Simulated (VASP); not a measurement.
Set up this calculation in VASP 6.6.1, as the native input.

```yaml
Task: single point
Functional: PBEsol
Potentials_or_basis: VASP PAW PBE potentials, release 64 (Y_sv)
Cutoff: 520 eV
k_mesh: 14 × 14 × 14
Occupations: methfessel-paxton, width 0.1 eV
Spin: no spin polarisation
Dipole_correction: no
Further_INCAR_settings: ALGO = Normal; EDIFF = 1e-06; NBANDS = 12
```

The structure of Y lies in POSCAR:

```
Y
1.0
    0.0000000000      2.4707823220      2.4707823220
    2.4707823220      0.0000000000      2.4707823220
    2.4707823220      2.4707823220      0.0000000000
Y
1
Direct
    0.0000000000      0.0000000000      0.0000000000
```

This isn't the form of Y at room conditions, which is hcp.

The input as run:

INCAR

```
PREC = Accurate ; ENCUT = 520
EDIFF = 1E-6 ; ISMEAR = 1
SIGMA = 0.1 ; LREAL = False
LASPH = True ; NELM = 100
ALGO = Normal ; ISIF = 2
LWAVE = False ; LCHARG = False
GGA = PS ; NBANDS = 12
```

KPOINTS

```
Automatic mesh
0
Gamma
  14 14 14
```

Potentials or basis: VASP PAW PBE potentials, release 64 (Y_sv).

Run with:

```bash
$ cat potpaw_PBE.64/Y_sv/POTCAR > POTCAR
$ mpirun -np 1 vasp_std > vasp.out
```

Results of the run:

```
Pressure               : 0.8 GPa
Band gap on the k mesh : zero (an odd number of electrons rules out a gap without spin polarisation)
```

Caveat: the PAW data sets were made with another functional, which shifts forces and pressure a little.

Run time: 56 s on 1 thread of Intel Xeon 8259CL, on a shared host, peak memory 0.2 GiB.
